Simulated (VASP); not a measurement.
PbS: single point with BLYP

The system is PbS, a slab with vacuum.

```xyz
4
Lattice="2.9405 -2.9000 0.0000 2.9405 2.9000 0.0000 -1.0801 0.0000 11.7093" Properties=species:S:1:pos:R:3 pbc="T T T"
Pb    3.8740    0.0000    7.4516
Pb    0.9270    0.0000    4.2577
S     0.9319    0.0000    7.0092
S     3.8690    0.0000    4.7001
```

```json
{
 "Program": "VASP 6.6.1",
 "Task": "single point",
 "Functional": "BLYP",
 "Potentials or basis": "VASP PAW PBE potentials, release 64 (Pb_d, S)",
 "Cutoff": "520 eV",
 "k mesh": "6 × 6 × 2",
 "Occupations": "gaussian, width 0.01 eV",
 "Spin": "no spin polarisation",
 "Dipole correction": "no",
 "Further INCAR settings": "ALGO = Normal; EDIFF = 1e-07; NBANDS = 28"
}
```

```
Largest force          : 0.098 eV/Å
Band gap on the k mesh : 1.18 eV, indirect (the least direct gap lies 0.5 meV higher)
```

Forces on the atoms (eV/Å):
```
Pb  -0.002  0.000 -0.048
Pb   0.002  0.000  0.048
S   -0.003  0.000  0.098
S    0.003  0.000 -0.098
```

Levels at points of the mesh, in eV from the valence-band top:
```
           k point  band 17  band 18  band 19  band 20  band 21  band 22  band 23  band 24
(0.00, 0.00, 0.00)    -2.36    -1.41    -1.30     0.00     1.31     2.96     5.14     5.30
(0.50, 0.00, 0.00)    -0.96    -0.96    -0.31    -0.31     2.14     2.14     3.16     3.16
(0.50, 0.50, 0.00)    -2.86    -2.83    -1.51    -1.41     3.62     3.73     4.63     4.65
(0.00, 0.00, 0.50)    -2.36    -1.41    -1.30     0.00     1.18     3.69     4.40     5.14
(0.50, 0.00, 0.50)    -0.96    -0.96    -0.31    -0.31     2.13     2.13     3.16     3.16
(0.50, 0.50, 0.50)    -2.86    -2.83    -1.51    -1.41     3.61     3.71     4.62     4.67
```

It took 5.1 min on 1 thread of Intel(R) Xeon(R) Platinum 8259CL CPU @ 2.50GHz (Skylake/Cascade Lake), with other jobs on the host, peak memory 0.35 GiB.

Caveat: the PAW data sets were made with another functional, which shifts forces and pressure a little; spin-orbit coupling is left out, which moves the levels of the heavy elements.
